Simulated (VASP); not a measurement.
# SrCl2 (R-3m) in VASP: a series of runs

SrCl2 is run at these levels: PBE, LDA, r2SCAN; tasks: single point.

Program: VASP 6.6.1. These are calculated values, not measurements. Logs are shortened: lines on timing, memory, paths and dates and some standing lists are left out, and cuts for length are marked.

**1. The cell of the first run**

The typed cell holds 3 atoms: a = 4.916 Å, b = 4.916 Å, c = 4.916 Å, α = 59.96°, β = 59.96°, γ = 59.96°.

**2. Single point, PBE**

INCAR

```
PREC     = Accurate       # precision mode
ENCUT    = 500            # plane-wave cutoff, eV
EDIFF    = 1E-6           # SCF threshold, eV
ISMEAR   = 0              # smearing method
SIGMA    = 0.01           # smearing width, eV
LREAL    = False          # projectors in reciprocal space
LASPH    = True           # aspherical terms in the spheres
NELM     = 120            # most SCF steps
ALGO     = Normal         # electronic algorithm
ISIF     = 2              # what is computed and relaxed
LWAVE    = False          # write WAVECAR
LCHARG   = False          # write CHGCAR
GGA      = PE             # functional
NBANDS   = 19             # bands
GGA_COMPAT= False
```

KPOINTS

```
regular mesh
0
Gamma
  2 2 2
```

POSCAR

```
SrCl2
1.0
    2.4567214836      1.4183888098      4.0153159317
   -2.4567214836      1.4183888098      4.0153159317
    0.0000000000     -2.8367776197      4.0153159316
Sr Cl
1 2
Direct
    0.0000000000      0.0000000000      0.0000000000
    0.2499511381      0.2499511381      0.2499511381
    0.7500488619      0.7500488619      0.7500488619
```

Potentials or basis: VASP PAW PBE potentials, release 64 (Sr_sv, Cl).

Run with:

```bash
$ cat potpaw_PBE.64/Sr_sv/POTCAR potpaw_PBE.64/Cl/POTCAR > POTCAR
$ mpirun -np 1 vasp_std > vasp.out
```

OUTCAR:

```text
PREC = Accurate
   ENCUT = 500
   EDIFF = 1E-6
   ISMEAR = 0
   LREAL = False
   LASPH = True
   NELM = 120
   ISIF = 2
   GGA = PE

 ion  position               nearest neighbor table
   1  0.000  0.000  0.000-   3 3.01   2 3.01   3 3.01   3 3.01   2 3.01   2 3.01   3 3.01   2 3.01

   2  0.250  0.250  0.250-   1 3.01   1 3.01   1 3.01   1 3.01
   3  0.750  0.750  0.750-   1 3.01   1 3.01   1 3.01   1 3.01

  LATTYP: Found a trigonal (rhomboedric) cell.
 ALAT       =     4.9163064688
 COS(alpha) =     0.5005822802

  Lattice vectors:

 A1 = (   2.4567214836,   1.4183888098,   4.0153159317)
 A2 = (  -2.4567214836,   1.4183888098,   4.0153159317)
 A3 = (   0.0000000000,  -2.8367776197,   4.0153159316)

Analysis of symmetry for initial positions (statically):
=====================================================================
 Subroutine PRICEL returns:
 Original cell was already a primitive cell.

 Routine SETGRP: Setting up the symmetry group for a
 trigonal (rhombohedral) supercell.

 Subroutine GETGRP returns: Found 12 space group operations
 (whereof 12 operations were pure point group operations)
 out of a pool of 12 trial point group operations.

The static configuration has the point symmetry D_3d.

Analysis of symmetry for dynamics (positions and initial velocities):
=====================================================================
 Subroutine PRICEL returns:
 Original cell was already a primitive cell.

 Routine SETGRP: Setting up the symmetry group for a
 trigonal (rhombohedral) supercell.

 Subroutine GETGRP returns: Found 12 space group operations
 (whereof 12 operations were pure point group operations)
 out of a pool of 12 trial point group operations.

The dynamic configuration has the point symmetry D_3d.

 Subroutine INISYM returns: Found 12 space group operations
 (whereof 12 operations are pure point group operations),
 and found     1 'primitive' translations

----------------------------------------------------------------------------------------

                                     Primitive cell

  volume of cell :      83.9503

  direct lattice vectors                    reciprocal lattice vectors
     2.456721484  1.418388810  4.015315932     0.203523274  0.117504217  0.083015469
    -2.456721484  1.418388810  4.015315932    -0.203523274  0.117504217  0.083015469
     0.000000000 -2.836777620  4.015315932     0.000000000 -0.235008434  0.083015469

  length of vectors
     4.916306469  4.916306469  4.916306469     0.249239909  0.249239909  0.249239909

  position of ions in fractional coordinates (direct lattice)
     0.000000000  0.000000000  0.000000000
     0.249951138  0.249951138  0.249951138
     0.750048862  0.750048862  0.750048862

  ion indices of the primitive-cell ions
   primitive index   ion index
                 1           1
                 2           2
                 3           3

----------------------------------------------------------------------------------------

 KPOINTS: regular mesh

Automatic generation of k-mesh.
 Grid dimensions read from file:
 generate k-points for:    2    2    2

 Generating k-lattice:

  Cartesian coordinates                     Fractional coordinates (reciprocal lattice)
     0.101761637  0.058752109  0.041507734     0.500000000  0.000000000  0.000000000
    -0.101761637  0.058752109  0.041507734     0.000000000  0.500000000  0.000000000
     0.000000000 -0.117504217  0.041507734     0.000000000  0.000000000  0.500000000

  Length of vectors
     0.124619954  0.124619954  0.124619954

  Shift w.r.t. Gamma in fractional coordinates (k-lattice)
     0.000000000  0.000000000  0.000000000

 Subroutine IBZKPT returns following result:
 ===========================================

 Found      4 irreducible k-points:

 Following reciprocal coordinates:
            Coordinates               Weight
  0.000000  0.000000  0.000000      1.000000
  0.500000  0.000000 -0.000000      3.000000
  0.500000  0.500000 -0.000000      3.000000
  0.500000  0.500000  0.500000      1.000000
   k-points           NKPTS =      4   k-points in BZ     NKDIM =      4   number of bands    NBANDS=     19
   number of dos      NEDOS =    301   number of ions     NIONS =      3
   total plane-waves  NPLWV =  46656
   dimension x,y,z NGX =    36 NGY =   36 NGZ =   36
   dimension x,y,z NGXF=    72 NGYF=   72 NGZF=   72
   ions per type =               1   2
   NGX,Y,Z   is equivalent  to a cutoff of  12.17, 12.17, 12.17 a.u.
   NGXF,Y,Z  is equivalent  to a cutoff of  24.35, 24.35, 24.35 a.u.
 SYSTEM =  unknown system
   PREC   = accura    normal or accurate (medium, high low for compatibility)
   ISTART =      0    job   : 0-new  1-cont  2-samecut
   ICHARG =      2    charge: 1-file 2-atom 10-const
   ISPIN  =      1    spin polarized calculation?
   LNONCOLLINEAR =      F non collinear calculations
   LSORBIT =      F    spin-orbit coupling
   LASPH  =      T    aspherical Exc in radial PAW
   ENCUT  =  500.0 eV  36.75 Ry    6.06 a.u.   8.96  8.96  8.96*2*pi/ulx,y,z
   NELM   =    120;   NELMIN=  2; NELMDL= -5     # of ELM steps
   EDIFF  = 0.1E-05   stopping-criterion for ELM
   LREAL  =      F    real-space projection
   EDIFFG = 0.1E-04   stopping-criterion for IOM
   NSW    =      0    number of steps for IOM
   IBRION =     -1    ionic relax: 0-MD 1-quasi-New 2-CG
   NFREE  =      0    steps in history (QN), initial steepest desc. (CG)
   ISIF   =      2    stress and relaxation
   ISYM   =      2    0-nonsym 1-usesym 2-fastsym
   POTIM  = 0.5000    time-step for ionic-motion
   TEBEG  =    0.0;   TEEND  =   0.0 temperature during run
   PSTRESS=    0.0 pullay stress
   NELECT =      24.0000    total number of electrons
   NUPDOWN=      -1.0000    fix difference up-down
   EMIN   =  10.00;   EMAX   =-10.00  energy-range for DOS
   EFERMI =   0.00;   METHOD = LEGACY
   ISMEAR =     0;   SIGMA  =   0.01  broadening in eV -4-tet -1-fermi 0-gaus
   EFERMI_NEDOS =   21; number of points for ismear=-14 and -15
   IALGO  =     38    algorithm
   IMIX   =      4    mixing-type and parameters
     AMIX     =   0.40;   BMIX     =  1.00
     AMIX_MAG =   1.60;   BMIX_MAG =  1.00
  volume/ion in A,a.u.               =      27.98       188.84
  Fermi-wavevector in a.u.,A,eV,Ry     =   1.078461  2.037996 15.824644  1.163079
  Thomas-Fermi vector in A             =   2.214400
   LORBIT       =      0    0 simple, 1 ext, 2 COOP (PROOUT), +10 PAW based schemes
   GGA     = PE    functional components
   LHFCALC =     F    Hartree Fock is set to
   AEXX    =    0.0000 exact exchange contribution
   IVDW    =     0    specifies the selected vdW correction
   LEPSILON=     F    determine dielectric tensor
   LRPA    =     F    only Hartree local field effects (RPA)
 non-spin polarized calculation
 Gauss-broadening in eV      SIGMA  =   0.01
  energy-cutoff  :      500.00
  volume of cell :       83.95
 maximum number of plane-waves:      2120
 NGX is ok and might be reduce to    36
   NGX = 17   NGY = 17   NGZ = 17

 number of electron      24.0000003 magnetization

 Free energy of the ion-electron system (eV)
  ---------------------------------------------------
  ext. energy  EPLUGINS =         0.00000000
  ---------------------------------------------------
  free energy    TOTEN  =       -12.73204174 eV

  energy without entropy =      -12.73204174  energy(sigma->0) =      -12.73204174

 E-fermi :   0.3229     XC(G=0):  -8.3272

 val. band max:        0.2438500248   @ k =   0.5000   0.5000  -0.0000
 cond. band min:       5.6146308371   @ k =   0.0000   0.0000   0.0000
 fundamental gap:      5.3707808123
 Fermi energy:         0.3228683144

 k-point     1 :       0.0000    0.0000    0.0000
  band No.  band energies     occupation
      1     -32.6363      2.00000
      2     -14.6322      2.00000
      3     -14.6321      2.00000
      4     -14.6321      2.00000
      5     -13.0959      2.00000
      6     -12.2212      2.00000
[... 11 lines left out ...]
     18       9.2894      0.00000
     19       9.6050      0.00000

 k-point     2 :       0.5000    0.0000   -0.0000
  band No.  band energies     occupation
      1     -32.6329      2.00000
      2     -14.9326      2.00000
      3     -14.6467      2.00000
      4     -14.6467      2.00000
      5     -12.6872      2.00000
      6     -12.2867      2.00000
[... 11 lines left out ...]
     18       8.8987      0.00000
     19       9.0952      0.00000

 k-point     3 :       0.5000    0.5000   -0.0000
  band No.  band energies     occupation
      1     -32.6317      2.00000
      2     -14.9975      2.00000
      3     -14.6669      2.00000
      4     -14.6668      2.00000
      5     -12.5342      2.00000
      6     -12.3039      2.00000
[... 11 lines left out ...]
     18       8.9548      0.00000
     19      10.2467      0.00000

 k-point     4 :       0.5000    0.5000    0.5000
  band No.  band energies     occupation
      1     -32.6329      2.00000
      2     -14.9324      2.00000
      3     -14.6466      2.00000
      4     -14.6466      2.00000
      5     -12.6864      2.00000
      6     -12.2878      2.00000
[... 11 lines left out ...]
     18       8.8958      0.00000
     19       9.0910      0.00000

------------------------ aborting loop because EDIFF is reached ----------------------------------------

  FORCE on cell =-STRESS in cart. coord.  units (eV):
  Direction    XX          YY          ZZ          XY          YZ          ZX
  --------------------------------------------------------------------------------------
  -------------------------------------------------------------------------------------
  Total        0.9210716      0.9210716      0.9114585      0.0000000      0.0000000      0.0000000
  in kB       17.5784979     17.5784979     17.3950345      0.0000000      0.0000000      0.0000000
  external PRESSURE =      17.5173434 kB  Pullay stress =       0.0000000 kB

 VOLUME and BASIS-vectors are now :
 -----------------------------------------------------------------------------
  energy-cutoff  :      500.00
  volume of cell :       83.95
      direct lattice vectors                 reciprocal lattice vectors
     2.456721484  1.418388810  4.015315932     0.203523274  0.117504217  0.083015469
    -2.456721484  1.418388810  4.015315932    -0.203523274  0.117504217  0.083015469
     0.000000000 -2.836777620  4.015315932     0.000000000 -0.235008434  0.083015469

 POSITION                                       TOTAL-FORCE (eV/Angst)
 -----------------------------------------------------------------------------------
      0.00000      0.00000      0.00000         0.000000     -0.000000     -0.000000
      0.00000     -0.00000      3.01090         0.000000      0.000000     -0.000295
      0.00000     -0.00000      9.03505         0.000000     -0.000000      0.000295
 -----------------------------------------------------------------------------------
    total drift:                               -0.000000     -0.000000      0.000000

  FREE ENERGIE OF THE ION-ELECTRON SYSTEM (eV)
  ---------------------------------------------------
  free  energy   TOTEN  =       -12.7320417410 eV

  energy  without entropy=      -12.7320417410  energy(sigma->0) =      -12.73204174
```

Run time: 21 s. Hardware: 1 thread of AMD EPYC, shared host; peak memory 0.17 GiB.

What came out:

- Free energy: -12.7320 eV
- Pressure: 1.8 GPa
- Band gap on the k mesh: 5.37 eV (least direct gap 5.48 eV)

Levels at points of the mesh, in eV from the valence-band top:
| k point | band 9 | band 10 | band 11 | band 12 | band 13 | band 14 | band 15 | band 16 |
| --- | --- | --- | --- | --- | --- | --- | --- | --- |
| (0.00, 0.00, 0.00) | -2.17 | -0.34 | -0.34 | -0.34 | 5.37 | 6.08 | 6.08 | 9.04 |
| (0.50, 0.00, 0.00) | -1.52 | -1.34 | -1.07 | -1.06 | 6.70 | 6.71 | 7.53 | 7.88 |
| (0.50, 0.50, 0.00) | -1.91 | -0.41 | -0.41 | 0.00 | 5.48 | 7.05 | 7.61 | 8.02 |
| (0.50, 0.50, 0.50) | -1.52 | -1.34 | -1.07 | -1.07 | 6.70 | 6.70 | 7.52 | 7.88 |

Caveat: the k points lie up to 0.78 Å⁻¹ apart. A k mesh can miss the band edges.

**3. Single point, LDA**

INCAR

```
  ALGO = Normal
  EDIFF = 1E-6
  ENCUT = 500
  GGA_COMPAT = False
  ISIF = 2
  ISMEAR = 0
  LASPH = True
  LCHARG = True
  LELF = True
  LREAL = False
  LVHAR = True
  LWAVE = False
  NBANDS = 19
  NELM = 120
  PREC = Accurate
  SIGMA = 0.01
```

KPOINTS

```
k-points
0
Gamma
  2 2 2
```

POSCAR is that of step 2.

Potentials or basis: VASP PAW LDA potentials, release 64 (Sr_sv, Cl).

Run with:

```bash
$ cat potpaw_LDA.64/Sr_sv/POTCAR potpaw_LDA.64/Cl/POTCAR > POTCAR
$ mpirun -np 1 vasp_std > vasp.out
```

Run time: 17 s. Hardware: 1 thread of AMD EPYC, shared host; peak memory 0.13 GiB.

The run converged. Its results:

```yaml
Free_energy: -13.9910 eV
Pressure: -2.1 GPa
Band_gap_on_the_k_mesh: 4.91 eV (least direct gap 5.12 eV)
```

Levels at points of the mesh, in eV from the valence-band top:
```
           k point  band 10  band 11  band 12  band 13  band 14  band 15
(0.00, 0.00, 0.00)    -0.35    -0.35    -0.35     4.91     5.79     5.79
(0.50, 0.00, 0.00)    -1.40    -1.10    -1.10     6.42     6.43     7.31
(0.50, 0.50, 0.00)    -0.43    -0.43     0.00     5.12     6.82     7.35
(0.50, 0.50, 0.50)    -1.40    -1.10    -1.10     6.42     6.42     7.31
```

Caveat: the k points lie up to 0.78 Å⁻¹ apart. A k mesh can miss the band edges.

**4. Single point, r2SCAN**

POSCAR is that of step 3.

INCAR.step1

```
SYSTEM = SrCl2
ALGO = Normal ; EDIFF = 1E-5
ENCUT = 550 ; GGA = PE
GGA_COMPAT = .False. ; ISMEAR = 0
LASPH = .True. ; LCHARG = .False.
LREAL = .False. ; LWAVE = .True.
NBANDS = 19 ; NELM = 120
PREC = Accurate ; SIGMA = 0.01
```

INCAR.step2

```
SYSTEM = SrCl2
ALGO = Normal ; EDIFF = 1E-6
ENCUT = 550 ; GGA_COMPAT = .False.
ISIF = 2 ; ISMEAR = 0
ISTART = 1 ; LASPH = .True.
LCHARG = .False. ; LMIXTAU = .True.
LREAL = .False. ; LWAVE = .False.
METAGGA = R2SCAN ; NBANDS = 19
NELM = 120 ; PREC = Accurate
SIGMA = 0.01
```

KPOINTS

```
k-points
0
Gamma
  2 2 2
  0 0 0
```

Potentials or basis: VASP PAW PBE potentials, release 64 (Sr_sv, Cl).

Run with:

```bash
$ cat potpaw_PBE.64/Sr_sv/POTCAR potpaw_PBE.64/Cl/POTCAR > POTCAR
$ cp INCAR.step1 INCAR
$ mpirun -np 1 vasp_std > vasp.out
$ cp INCAR.step2 INCAR
$ mpirun -np 1 vasp_std > vasp.out
```

Wall time 96 s (1 thread of AMD EPYC, shared host); peak memory 0.22 GiB.

The run converged. Its results:

```
Free energy            : -35.6574 eV
Pressure               : 1.0 GPa
Band gap on the k mesh : 5.97 eV
```

Levels at points of the mesh, in eV from the valence-band top:
```tsv
k point	band 9	band 10	band 11	band 12	band 13	band 14	band 15	band 16
(0.00, 0.00, 0.00)	-2.19	-0.35	-0.35	-0.35	6.00	6.67	6.67	9.63
(0.50, 0.00, 0.00)	-1.51	-1.37	-1.09	-1.08	7.28	7.29	8.24	8.28
(0.50, 0.50, 0.00)	-1.95	-0.41	-0.41	0.00	5.97	7.80	8.23	8.72
(0.50, 0.50, 0.50)	-1.51	-1.37	-1.09	-1.09	7.29	7.29	8.24	8.27
```

Caveat: the k points lie up to 0.78 Å⁻¹ apart; the PAW data sets were made with another functional, which shifts forces and pressure a little.

**5. Single point, LDA**

INCAR

```
ALGO = Normal
EDIFF = 1E-6
ENCUT = 500
GGA = CA
GGA_COMPAT = F
ISIF = 2
ISMEAR = 0
LASPH = T
LCHARG = F
LREAL = F
LWAVE = F
NBANDS = 19
NELM = 120
PREC = Accurate
SIGMA = 0.01
```

KPOINTS

```
k-points
0
Gamma
  4 4 4
```

POSCAR is that of step 4.

Potentials or basis: VASP PAW LDA potentials, release 64 (Sr_sv, Cl).

Run with:

```bash
$ cat potpaw_LDA.64/Sr_sv/POTCAR potpaw_LDA.64/Cl/POTCAR > POTCAR
$ mpirun -np 1 vasp_std > vasp.out
```

It took 36 s on 1 thread of AMD EPYC, shared host; peak memory 0.15 GiB.

The run converged. Its results:

- Free energy: -14.0400 eV
- Pressure: -2.4 GPa
- Band gap on the k mesh: 4.93 eV (least direct gap 5.14 eV)

Levels at points of the mesh, in eV from the valence-band top:
```
           k point  band 10  band 11  band 12  band 13  band 14  band 15
(0.00, 0.00, 0.00)    -0.35    -0.35    -0.35     4.93     5.81     5.81
(0.50, 0.00, 0.00)    -1.40    -1.10    -1.09     6.45     6.45     7.34
(0.50, 0.50, 0.00)    -0.43    -0.43     0.00     5.14     6.84     7.38
(0.50, 0.50, 0.50)    -1.40    -1.09    -1.09     6.45     6.45     7.33
```

A k mesh can miss the band edges.

**6. Single point, r2SCAN**

POSCAR is that of step 5.

INCAR.step1

```
SYSTEM = SrCl2
ALGO     = Normal         ! electronic algorithm
EDIFF    = 1E-5           ! SCF threshold, eV
ENCUT    = 550            ! plane-wave cutoff, eV
GGA      = PE             ! functional
GGA_COMPAT= .False.      
ISMEAR   = -1             ! smearing method
LASPH    = .True.         ! aspherical terms in the spheres
LCHARG   = .False.        ! write CHGCAR
LREAL    = .False.        ! projectors in reciprocal space
LWAVE    = .True.         ! write WAVECAR
NBANDS   = 19             ! bands
NELM     = 120            ! most SCF steps
PREC     = Accurate       ! precision mode
SIGMA    = 0.05           ! smearing width, eV
```

INCAR.step2

```
SYSTEM = SrCl2
ALGO     = Normal         ! electronic algorithm
EDIFF    = 1E-6           ! SCF threshold, eV
ENCUT    = 550            ! plane-wave cutoff, eV
GGA_COMPAT= .False.      
ISIF     = 2              ! what is computed and relaxed
ISMEAR   = -1             ! smearing method
ISTART   = 1            
LASPH    = .True.         ! aspherical terms in the spheres
LCHARG   = .False.        ! write CHGCAR
LMIXTAU  = .True.       
LREAL    = .False.        ! projectors in reciprocal space
LWAVE    = .False.        ! write WAVECAR
METAGGA  = R2SCAN         ! meta-GGA
NBANDS   = 19             ! bands
NELM     = 120            ! most SCF steps
PREC     = Accurate       ! precision mode
SIGMA    = 0.05           ! smearing width, eV
```

KPOINTS

```
k-points
0
Gamma
  4 4 4
  0 0 0
```

Potentials or basis: VASP PAW PBE potentials, release 64 (Sr_sv, Cl).

Run with:

```bash
$ cat potpaw_PBE.64/Sr_sv/POTCAR potpaw_PBE.64/Cl/POTCAR > POTCAR
$ cp INCAR.step1 INCAR
$ mpirun -np 1 vasp_std > vasp.out
$ cp INCAR.step2 INCAR
$ mpirun -np 1 vasp_std > vasp.out
```

Wall time 3.8 min (1 thread of AMD EPYC, shared host); peak memory 0.22 GiB.

The run converged. Its results:

| Property | Result |
| --- | --- |
| Free energy | -35.6931 eV |
| Pressure | 0.8 GPa |
| Band gap on the k mesh | 5.98 eV |

Levels at points of the mesh, in eV from the valence-band top:
| k point | band 9 | band 10 | band 11 | band 12 | band 13 | band 14 | band 15 | band 16 |
| --- | --- | --- | --- | --- | --- | --- | --- | --- |
| (0.00, 0.00, 0.00) | -2.19 | -0.35 | -0.35 | -0.35 | 6.01 | 6.68 | 6.68 | 9.64 |
| (0.50, 0.00, 0.00) | -1.51 | -1.37 | -1.08 | -1.08 | 7.30 | 7.31 | 8.25 | 8.30 |
| (0.50, 0.50, 0.00) | -1.95 | -0.41 | -0.41 | 0.00 | 5.98 | 7.82 | 8.25 | 8.74 |
| (0.50, 0.50, 0.50) | -1.50 | -1.37 | -1.08 | -1.08 | 7.30 | 7.30 | 8.24 | 8.29 |

Caveat: the PAW data sets were made with another functional, which shifts forces and pressure a little.

**7. Summary**

| level | potentials or basis | k mesh | cutoff (eV) | smearing | gap on the mesh (eV) | pressure (GPa) |
| --- | --- | --- | --- | --- | --- | --- |
| PBE | VASP PAW PBE potentials, release 64 (Sr_sv, Cl) | 2 × 2 × 2 | 500 | gaussian 0.01 eV | 5.37 | 1.8 |
| LDA | VASP PAW LDA potentials, release 64 (Sr_sv, Cl) | 2 × 2 × 2 | 500 | gaussian 0.01 eV | 4.91 | -2.1 |
| r2SCAN | VASP PAW PBE potentials, release 64 (Sr_sv, Cl) | 2 × 2 × 2 | 550 | gaussian 0.01 eV | 5.97 | 1.0 |
| LDA | VASP PAW LDA potentials, release 64 (Sr_sv, Cl) | 4 × 4 × 4 | 500 | gaussian 0.01 eV | 4.93 | -2.4 |
| r2SCAN | VASP PAW PBE potentials, release 64 (Sr_sv, Cl) | 4 × 4 × 4 | 550 | fermi-dirac 0.05 eV | 5.98 | 0.8 |

Alike in all rows: task single point; no spin polarisation; cell as given.

Caveats: some runs use coarse meshes; the PAW data sets were made with another functional, which shifts forces and pressure a little (at least some runs).

Total energies depend on the potentials used, so only differences within one code and one set of settings carry meaning.
